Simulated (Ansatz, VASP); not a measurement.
Two plane-wave programs on Si

```
CELL_PARAMETERS angstrom
0.00000 2.71692 2.71692
2.71692 0.00000 2.71692
2.71692 2.71692 0.00000
ATOMIC_POSITIONS crystal
Si 0.75000 0.75000 0.75000
Si 0.50000 0.50000 0.50000
```

Alike in both runs: functional PBEsol; k mesh 8 × 8 × 8; occupations gaussian, width 0.02 eV; no spin polarisation.

Ansatz relaxed the structure, and its values are those at the end. VASP's run is a single point on that final structure, the one shown.

```csv
,VASP,Ansatz
version,VASP 6.6.1,Ansatz 0.2.0
potentials or method,"VASP PAW PBE potentials, release 64 (Si), cutoff 520 eV","scalar-relativistic, plane waves, PAW"
valence electrons in the cell,8,8
```

|  | VASP | Ansatz | Ansatz less VASP |
| --- | --- | --- | --- |
| gap on the k mesh at the Fermi level (eV) | 0.51 | 0.51 | +0.005 |
| least direct gap on the mesh (eV) | 2.52 | 2.52 | +0.003 |
| pressure (GPa) | 0.1 | 0.0 | -0.11 |

VASP's potentials were made for PBE, not for PBEsol.
